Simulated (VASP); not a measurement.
# CuO (C2/c) in VASP: settings compared

CuO is run at these levels: SVWN5, RPBE+D3(BJ); tasks: single point.

All numbers are computed with VASP 6.6.1; they aren't measurements. Logs are shortened: lines on timing, memory, paths and dates and some standing lists are left out, and cuts for length are marked.

## 1. The cell of the first run

Symmetry: C2/c, No. 15, monoclinic system. Conventional cell: a = 4.652 Å, b = 3.400 Å, c = 5.094 Å, α = 90.00°, β = 99.54°, γ = 90.00°. Within 2.6 Å of Cu (site symmetry -1) lie 4 O at 1.94 to 1.95 Å. Within 2.9 Å of O (site symmetry 2) lie 6 Cu at 1.94 to 2.77 Å and 6 O at 2.61 to 2.88 Å.

## 2. Single point, SVWN5

Input file INCAR:

```
ALGO     = Normal         # electronic algorithm
EDIFF    = 1E-6           # SCF threshold, eV
ENCUT    = 820            # plane-wave cutoff, eV
GGA      = VW             # functional
GGA_COMPAT= False        
ISIF     = 2              # what is computed and relaxed
ISMEAR   = -1             # smearing method
LASPH    = True           # aspherical terms in the spheres
LCHARG   = True           # write CHGCAR
LELF     = True           # ELF
LREAL    = False          # projectors in reciprocal space
LVHAR    = True         
LWAVE    = False          # write WAVECAR
NBANDS   = 33             # bands
NELM     = 120            # most SCF steps
PREC     = Accurate       # precision mode
SIGMA    = 0.05           # smearing width, eV
```

Input file KPOINTS:

```
k-points
0
Gamma
  10 10 5
```

Input file POSCAR:

```
CuO
1.0
    2.3261324123     -1.6998144190      0.0000000000
    2.3261324123      1.6998144190      0.0000000000
   -0.8443223728      0.0000000000      5.0239229397
Cu O
2 2
Direct
    0.5000000000      0.0000000000      0.5000000000
    0.0000000000      0.5000000000      0.0000000000
    0.4184000000      0.5816000000      0.7500000000
    0.5816000000      0.4184000000      0.2500000000
```

Potentials or basis: VASP PAW PBE potentials, release 64 (Cu_sv_GW, O).

Launch:

```bash
cat potpaw_PBE.64/Cu_sv_GW/POTCAR potpaw_PBE.64/O/POTCAR > POTCAR
mpirun -np 1 vasp_std > vasp.out
```

OUTCAR:

```text
EDIFF = 1E-6
   ENCUT = 820
   GGA = VW
   ISIF = 2
   ISMEAR = -1
   LASPH = True
   LREAL = False
   NELM = 120
   PREC = Accurate

 ion  position               nearest neighbor table
   1  0.500  0.000  0.500-   3 1.94   4 1.94   4 1.95   3 1.95
   2  0.000  0.500  0.000-   4 1.94   3 1.94   4 1.95   3 1.95
   3  0.418  0.582  0.750-   2 1.94   1 1.94   2 1.95   1 1.95
   4  0.582  0.418  0.250-   1 1.94   2 1.94   2 1.95   1 1.95

  LATTYP: Found a base centered monoclinic cell.
 ALAT       =     4.6522648246
 B/A-ratio  =     0.7307470589
 C/A-ratio  =     1.0950317057
 COS(beta)  =    -0.1657361228

  Lattice vectors:

 A1 = (   2.3261324123,  -1.6998144190,   0.0000000000)
 A2 = (   2.3261324123,   1.6998144190,   0.0000000000)
 A3 = (  -0.8443223728,   0.0000000000,   5.0239229397)

Analysis of symmetry for initial positions (statically):
=====================================================================
 Subroutine PRICEL returns:
 Original cell was already a primitive cell.

 Routine SETGRP: Setting up the symmetry group for a
 base centered monoclinic supercell.

 Subroutine GETGRP returns: Found  4 space group operations
 (whereof  2 operations were pure point group operations)
 out of a pool of  4 trial point group operations.

The static configuration has the point symmetry S_2 .
 The point group associated with its full space group is C_2h.

Analysis of symmetry for dynamics (positions and initial velocities):
=====================================================================
 Subroutine PRICEL returns:
 Original cell was already a primitive cell.

 Routine SETGRP: Setting up the symmetry group for a
 base centered monoclinic supercell.

 Subroutine GETGRP returns: Found  4 space group operations
 (whereof  2 operations were pure point group operations)
 out of a pool of  4 trial point group operations.

The dynamic configuration has the point symmetry S_2 .
 The point group associated with its full space group is C_2h.

 Subroutine INISYM returns: Found  4 space group operations
 (whereof  2 operations are pure point group operations),
 and found     1 'primitive' translations

----------------------------------------------------------------------------------------

                                     Primitive cell

  volume of cell :      39.7291

  direct lattice vectors                    reciprocal lattice vectors
     2.326132412 -1.699814419  0.000000000     0.214949071 -0.294149758  0.036124421
     2.326132412  1.699814419  0.000000000     0.214949071  0.294149758  0.036124421
    -0.844322373  0.000000000  5.023922940     0.000000000  0.000000000  0.199047639

  length of vectors
     2.881017365  2.881017365  5.094377486     0.366104025  0.366104025  0.199047639

  position of ions in fractional coordinates (direct lattice)
     0.500000000  0.000000000  0.500000000
     0.000000000  0.500000000  0.000000000
     0.418400000  0.581600000  0.750000000
     0.581600000  0.418400000  0.250000000

  ion indices of the primitive-cell ions
   primitive index   ion index
                 1           1
                 2           2
                 3           3
                 4           4

----------------------------------------------------------------------------------------

 KPOINTS: k-points

Automatic generation of k-mesh.
 Grid dimensions read from file:
 generate k-points for:   10   10    5

 Generating k-lattice:

  Cartesian coordinates                     Fractional coordinates (reciprocal lattice)
     0.021494907 -0.029414976  0.003612442     0.100000000  0.000000000  0.000000000
     0.021494907  0.029414976  0.003612442     0.000000000  0.100000000  0.000000000
     0.000000000  0.000000000  0.039809528     0.000000000  0.000000000  0.200000000

  Length of vectors
     0.036610402  0.036610402  0.039809528

  Shift w.r.t. Gamma in fractional coordinates (k-lattice)
     0.000000000  0.000000000  0.000000000

 Subroutine IBZKPT returns following result:
 ===========================================

 Found    141 irreducible k-points:

 Following reciprocal coordinates:
            Coordinates               Weight
  0.000000  0.000000  0.000000      1.000000
  0.100000  0.000000  0.000000      4.000000
  0.200000  0.000000  0.000000      4.000000
  0.300000  0.000000  0.000000      4.000000
  0.400000  0.000000  0.000000      4.000000
  0.500000  0.000000  0.000000      2.000000
[... 16 lines left out ...]
  0.300000  0.300000  0.000000      2.000000
  0.400000  0.300000  0.000000      4.000000
 [... further k-points ...]
   k-points           NKPTS =    141   k-points in BZ     NKDIM =    141   number of bands    NBANDS=     33
   number of dos      NEDOS =    301   number of ions     NIONS =      4
   total plane-waves  NPLWV =  37632
   dimension x,y,z NGX =    28 NGY =   28 NGZ =   48
   dimension x,y,z NGXF=    56 NGYF=   56 NGZF=   96
   ions per type =               2   2
   NGX,Y,Z   is equivalent  to a cutoff of  16.16, 16.16, 15.66 a.u.
   NGXF,Y,Z  is equivalent  to a cutoff of  32.31, 32.31, 31.33 a.u.
 SYSTEM =  unknown system
   PREC   = accura    normal or accurate (medium, high low for compatibility)
   ISTART =      0    job   : 0-new  1-cont  2-samecut
   ICHARG =      2    charge: 1-file 2-atom 10-const
   ISPIN  =      1    spin polarized calculation?
   LNONCOLLINEAR =      F non collinear calculations
   LSORBIT =      F    spin-orbit coupling
   LASPH  =      T    aspherical Exc in radial PAW
   ENCUT  =  820.0 eV  60.27 Ry    7.76 a.u.   6.73  6.73 11.89*2*pi/ulx,y,z
   NELM   =    120;   NELMIN=  2; NELMDL= -5     # of ELM steps
   EDIFF  = 0.1E-05   stopping-criterion for ELM
   LREAL  =      F    real-space projection
   EDIFFG = 0.1E-04   stopping-criterion for IOM
   NSW    =      0    number of steps for IOM
   IBRION =     -1    ionic relax: 0-MD 1-quasi-New 2-CG
   NFREE  =      0    steps in history (QN), initial steepest desc. (CG)
   ISIF   =      2    stress and relaxation
   ISYM   =      2    0-nonsym 1-usesym 2-fastsym
   POTIM  = 0.5000    time-step for ionic-motion
   TEBEG  =    0.0;   TEEND  =   0.0 temperature during run
   PSTRESS=    0.0 pullay stress
   NELECT =      50.0000    total number of electrons
   NUPDOWN=      -1.0000    fix difference up-down
   EMIN   =  10.00;   EMAX   =-10.00  energy-range for DOS
   EFERMI =   0.00;   METHOD = LEGACY
   ISMEAR =    -1;   SIGMA  =   0.05  broadening in eV -4-tet -1-fermi 0-gaus
   EFERMI_NEDOS =   21; number of points for ismear=-14 and -15
   IALGO  =     38    algorithm
   IMIX   =      4    mixing-type and parameters
     AMIX     =   0.40;   BMIX     =  1.00
     AMIX_MAG =   1.60;   BMIX_MAG =  1.00
  volume/ion in A,a.u.               =       9.93        67.03
  Fermi-wavevector in a.u.,A,eV,Ry     =   1.767510  3.340109 42.505844  3.124091
  Thomas-Fermi vector in A             =   2.834881
   LORBIT       =      0    0 simple, 1 ext, 2 COOP (PROOUT), +10 PAW based schemes
   GGA     = VW    functional components
   LHFCALC =     F    Hartree Fock is set to
   AEXX    =    0.0000 exact exchange contribution
   IVDW    =     0    specifies the selected vdW correction
   LEPSILON=     F    determine dielectric tensor
   LRPA    =     F    only Hartree local field effects (RPA)
 non-spin polarized calculation
  energy-cutoff  :      820.00
  volume of cell :       39.73
 maximum number of plane-waves:      2140
   NGX = 13   NGY = 13   NGZ = 23

 number of electron      50.0000003 magnetization

 Free energy of the ion-electron system (eV)
  ---------------------------------------------------
  ext. energy  EPLUGINS =         0.00000000
  ---------------------------------------------------
  free energy    TOTEN  =       -22.95857482 eV

  energy without entropy =      -22.93950885  energy(sigma->0) =      -22.94904184

 E-fermi :   5.5599     XC(G=0): -12.9754

 val. band max:        5.5560554369   @ k =   0.5000   0.0000   0.0000
 cond. band min:       5.5673292382   @ k =  -0.1000  -0.0000   0.4000
 fundamental gap:      0.0112738013
 Fermi energy:         5.5598966347

 k-point     1 :       0.0000    0.0000    0.0000
  band No.  band energies     occupation
      1    -106.2319      2.00000
      2    -106.2312      2.00000
      3     -64.2117      2.00000
      4     -64.2115      2.00000
      5     -64.1779      2.00000
      6     -64.1677      2.00000
[... 25 lines left out ...]
     32      21.8532      0.00000
     33      22.3895      0.00000

 k-point     2 :       0.1000    0.0000    0.0000
  band No.  band energies     occupation
      1    -106.2317      2.00000
      2    -106.2311      2.00000
      3     -64.2130      2.00000
      4     -64.2116      2.00000
      5     -64.1776      2.00000
      6     -64.1679      2.00000
[... 25 lines left out ...]
     32      21.4111      0.00000
     33      22.5221      0.00000

 k-point     3 :       0.2000    0.0000    0.0000
  band No.  band energies     occupation
      1    -106.2316      2.00000
      2    -106.2309      2.00000
      3     -64.2167      2.00000
      4     -64.2117      2.00000
      5     -64.1769      2.00000
      6     -64.1687      2.00000
[... 25 lines left out ...]
     32      20.5233      0.00000
     33      22.4029      0.00000

 k-point     4 :       0.3000    0.0000    0.0000
  band No.  band energies     occupation
      1    -106.2312      2.00000
      2    -106.2308      2.00000
      3     -64.2212      2.00000
      4     -64.2117      2.00000
      5     -64.1757      2.00000
      6     -64.1696      2.00000
[... 673 lines left out ...]
     32      19.3147      0.00000
     33      19.5849      0.00000

 k-point    23 :       0.3000    0.3000    0.0000
  band No.  band energies     occupation
      1    -106.2306      2.00000
      2    -106.2302      2.00000
      3     -64.2224      2.00000
      4     -64.2192      2.00000
      5     -64.1767      2.00000
      6     -64.1683      2.00000
[... 25 lines left out ...]
     32      20.0841      0.00000
     33      20.4409      0.00000

 k-point    24 :       0.4000    0.3000    0.0000
  band No.  band energies     occupation
      1    -106.2303      2.00000
      2    -106.2300      2.00000
      3     -64.2253      2.00000
      4     -64.2201      2.00000
      5     -64.1761      2.00000
      6     -64.1686      2.00000
[... 25 lines left out ...]
     32      18.8839      0.00000
     33      19.9266      0.00000

 [... further k-points ...]

------------------------ aborting loop because EDIFF is reached ----------------------------------------

  FORCE on cell =-STRESS in cart. coord.  units (eV):
  Direction    XX          YY          ZZ          XY          YZ          ZX
  --------------------------------------------------------------------------------------
  -------------------------------------------------------------------------------------
  Total       -1.9028930     -0.9242839     -2.2554598      0.0000000      0.0000000     -0.0449182
  in kB      -76.7389833    -37.2740906    -90.9571325      0.0000000      0.0000000     -1.8114407
  external PRESSURE =     -68.3234022 kB  Pullay stress =       0.0000000 kB

 VOLUME and BASIS-vectors are now :
 -----------------------------------------------------------------------------
  energy-cutoff  :      820.00
  volume of cell :       39.73
      direct lattice vectors                 reciprocal lattice vectors
     2.326132412 -1.699814419  0.000000000     0.214949071 -0.294149758  0.036124421
     2.326132412  1.699814419  0.000000000     0.214949071  0.294149758  0.036124421
    -0.844322373  0.000000000  5.023922940     0.000000000  0.000000000  0.199047639

 POSITION                                       TOTAL-FORCE (eV/Angst)
 -----------------------------------------------------------------------------------
      0.74091     -0.84991      2.51196         0.000000      0.000000     -0.000000
      1.16307      0.84991      0.00000         0.000000      0.000000     -0.000000
      1.69289      0.27741      3.76794        -0.000000     -0.398252      0.000000
      2.11505     -0.27741      1.25598        -0.000000      0.398252     -0.000000
 -----------------------------------------------------------------------------------
    total drift:                                0.000000      0.000000      0.000000

  FREE ENERGIE OF THE ION-ELECTRON SYSTEM (eV)
  ---------------------------------------------------
  free  energy   TOTEN  =       -22.9585748221 eV

  energy  without entropy=      -22.9395088494  energy(sigma->0) =      -22.94904184
```

It took 5.9 min on 1 thread of Intel Xeon Platinum 8259CL at 2.50GHz (Skylake/Cascade Lake), shared host; peak memory 0.43 GiB.

Results:

* Free energy: -22.9586 eV
* Pressure: -6.8 GPa
* Largest force: 0.398 eV/Å
* Band gap on the k mesh: zero (bands 25 and 26 overlap by 0.60 eV)

Forces on the atoms (eV/Å):
```
Cu   0.000  0.000  0.000
Cu   0.000  0.000  0.000
O    0.000 -0.398  0.000
O    0.000  0.398  0.000
```

Stress tensor (GPa, compression positive):
```
-7.67  0.00 -0.18
 0.00 -3.73  0.00
-0.18  0.00 -9.10
```

Caveat: the stress differs along the axes, from -9 to -4 GPa; the PAW data sets were made with another functional, which shifts forces and pressure a little; semilocal functionals often make such compounds metallic where correlation or magnetic order opens a gap, which also shifts bond lengths.

## 3. Single point, RPBE+D3(BJ)

This run uses another cell than the first one, of 10.74 Å³/atom.

Input file INCAR:

```
SYSTEM = CuO
ALGO = Normal
EDIFF = 1E-6
ENCUT = 820
GGA = RP
GGA_COMPAT = .FALSE.
ISIF = 2
ISMEAR = -1
IVDW = 12
LASPH = .TRUE.
LCHARG = .TRUE.
LELF = .TRUE.
LREAL = .FALSE.
LVHAR = .TRUE.
LWAVE = .FALSE.
NBANDS = 33
NELM = 120
PREC = Accurate
SIGMA = 0.05
```

Input file KPOINTS:

```
k-points
0
G
  10 10 5
  0 0 0
```

Input file POSCAR:

```
CuO
1.0
    2.3877802882     -1.7448634230      0.0000000000
    2.3877802882      1.7448634230      0.0000000000
   -0.8666988638      0.0000000000      5.1570684890
Cu O
2 2
Direct
    0.5000000000      0.0000000000      0.5000000000
    0.0000000000      0.5000000000      0.0000000000
    0.4184000000      0.5816000000      0.7500000000
    0.5816000000      0.4184000000      0.2500000000
```

Potentials or basis: VASP PAW PBE potentials, release 64 (Cu_sv_GW, O).

Launch:

```bash
cat potpaw_PBE.64/Cu_sv_GW/POTCAR potpaw_PBE.64/O/POTCAR > POTCAR
mpirun -np 1 vasp_std > vasp.out
```

Wall time 3.1 min (1 thread of Intel Xeon 6975P-C (Granite Rapids), shared host); peak memory 0.49 GiB.

The run converged. Its results:

```
Free energy                : -22.2909 eV
Pressure                   : -20.3 GPa
Largest force              : 0.303 eV/Å
Band gap on the k mesh     : zero (bands 25 and 26 overlap by 0.59 eV)
Dispersion energy per atom : -1.075 eV
```

Forces in eV/Å, atoms in the order of the input:
```
Cu   0.000  0.000  0.000
Cu   0.000  0.000  0.000
O    0.000 -0.303  0.000
O    0.000  0.303  0.000
```

Stress tensor (GPa, compression positive):
```
-20.08   0.00  -0.80
  0.00 -18.52   0.00
 -0.80   0.00 -22.22
```

Levels at points of the mesh, in eV from the Fermi level:
```
           k point  band 23  band 24  band 25  band 26  band 27  band 28
(0.00, 0.00, 0.00)    -2.00    -1.55     0.20     0.88     1.53     6.00
(0.50, 0.00, 0.00)    -1.40    -1.32     0.00     0.26     4.91     6.09
(0.50, 0.50, 0.00)    -1.60    -1.14    -0.62     1.00     3.52     6.91
```

Caveat: the cell stands under tension; the dispersion term is far too large for a dense solid, which distorts pressure and volume; the PAW data sets were made with another functional, which shifts forces and pressure a little; semilocal functionals often make such compounds metallic where correlation or magnetic order opens a gap, which also shifts bond lengths. With open d or f shells a metallic result of RPBE can be an artefact of self-interaction; +U or a hybrid may open a gap.
